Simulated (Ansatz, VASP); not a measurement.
**PbS2: VASP beside Ansatz**

File INCAR:

```
ALGO = Normal ; EDIFF = 1E-6
ENCUT = 520 ; GGA = PE
ISIF = 2 ; ISMEAR = -1
LASPH = True ; LCHARG = True
LELF = True ; LREAL = False
LVHAR = True ; LWAVE = False
NBANDS = 35 ; NELM = 80
PREC = Accurate ; SIGMA = 0.02
```

Contents of KPOINTS:

```
k-points
0
Gamma
  4 4 6
```

Contents of POSCAR:

```
PbS2
1.0
    6.3850437671      0.0000000000      0.0000000000
    0.0000000000      6.3850437671      0.0000000000
    0.0000000000      0.0000000000      3.9290393488
Pb S
2 4
Direct
    0.0000000000      0.0000000000      0.0000000000
    0.5000000000      0.5000000000      0.5000000000
    0.3067779322      0.3067779322      0.0000000000
    0.1932220678      0.8067779322      0.5000000000
    0.8067779322      0.1932220678      0.5000000000
    0.6932220678      0.6932220678      0.0000000000
```

Input for Ansatz:

```yaml
crystal:
  lattice:
    - [6.3850437671, 0.0, 0.0]
    - [0.0, 6.3850437671, 0.0]
    - [0.0, 0.0, 3.9290393488]
  atoms:
    - { symbol: Pb, position: [0.0, 0.0, 0.0] }
    - { symbol: Pb, position: [0.5, 0.5, 0.5] }
    - { symbol: S, position: [0.3067779322, 0.3067779322, 0.0] }
    - { symbol: S, position: [0.1932220678, 0.8067779322, 0.5] }
    - { symbol: S, position: [0.8067779322, 0.1932220678, 0.5] }
    - { symbol: S, position: [0.6932220678, 0.6932220678, 0.0] }
kpoints:
  mp_grid: { grid: [4, 4, 6] }
  band_path:
    path:
      - [0.0, 0.0, 0.0]
      - [0.0, 0.5, 0.0]
      - [0.5, 0.5, 0.0]
      - [0.0, 0.0, 0.5]
      - [0.0, 0.5, 0.5]
      - [0.5, 0.5, 0.5]
      - [0.0, 0.0, 0.1666666667]
      - [0.2, 0.2, 0.0]
    npoints: 1
hamiltonian:
  xc: pbe
scf:
  occupations: { method: fermi_dirac, width: 0.02 }
  n_extra_bands: 5
output:
  forces: true
  stress: true
  eigenvalues: true
```

Alike in both runs: task single point; functional PBE; k mesh 4 × 4 × 6; occupations fermi-dirac, width 0.02 eV; no spin polarisation.

|  | VASP | Ansatz |
| --- | --- | --- |
| version | VASP 6.6.1 | Ansatz 0.2.0 |
| potentials or method | VASP PAW PBE potentials, release 64 (Pb_d, S) | plane waves, PAW |
| plane-wave cutoff (eV) | 520 | 420 |
| valence electrons in the cell | 52 | 52 |

```csv
,VASP,Ansatz,Ansatz less VASP
pressure (GPa),1.9,2.0,+0.08
"traceless stress, the component that is largest in VASP (GPa)",0.46,0.51,+0.044
rms of the force components (eV/Å),0.052,0.055,+0.0032
```

Atom by atom the forces differ by 0.003 eV/Å (rms over components). With one functional, cell and mesh, what is left measures potentials, basis and numerics.

Neither program's run includes spin-orbit coupling.
